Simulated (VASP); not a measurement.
Runs of VASP 6.6.1 on NaF. The structure is that of space group Fm-3m (No. 225), or close to it. The cells are those of the table. 

```tsv
task	level	cell	k mesh	cutoff (eV)	smearing	gap on the mesh (eV)	pressure (GPa)	relaxed volume (Å³/atom)
single point	PBE	a = 3.249 Å, angles 60.0°, 2 atoms	10 × 10 × 10	520	fermi-dirac 0.02 eV	(c)	(a)	-
single point	r2SCAN	a = 3.249 Å, angles 60.0°, 2 atoms	10 × 10 × 10	520	gaussian 0.01 eV	7.32	-0.9	-
relaxation of cell and atoms	PBE	relaxed from a = 2.959 Å, angles 60.0°, 2 atoms	10 × 10 × 10	600	fermi-dirac 0.02 eV	6.15	0.1	12.81
single point	r2SCAN	a = 3.249 Å, angles 60.0°, 2 atoms	8 × 8 × 8	520	fermi-dirac 0.02 eV	7.32	-0.8	-
relaxation of cell and atoms	r2SCAN	relaxed from a = 3.324 Å, angles 60.0°, 2 atoms	8 × 8 × 8	600	fermi-dirac 0.02 eV	7.41	0.0	(b)
```

Alike in all rows: potentials or basis VASP PAW PBE potentials, release 64 (Na_pv, F); no spin polarisation.

**Question.** Estimate the missing entries.

**Answer.** (a) 3.5; (b) 11.94; (c) 6.44.

Caveats: the PAW data sets were made with another functional, which shifts forces and pressure a little (some runs); the volume moved by over 15 % at a fixed basis, so the end points are rough (some runs).

A k mesh can miss the band edges.
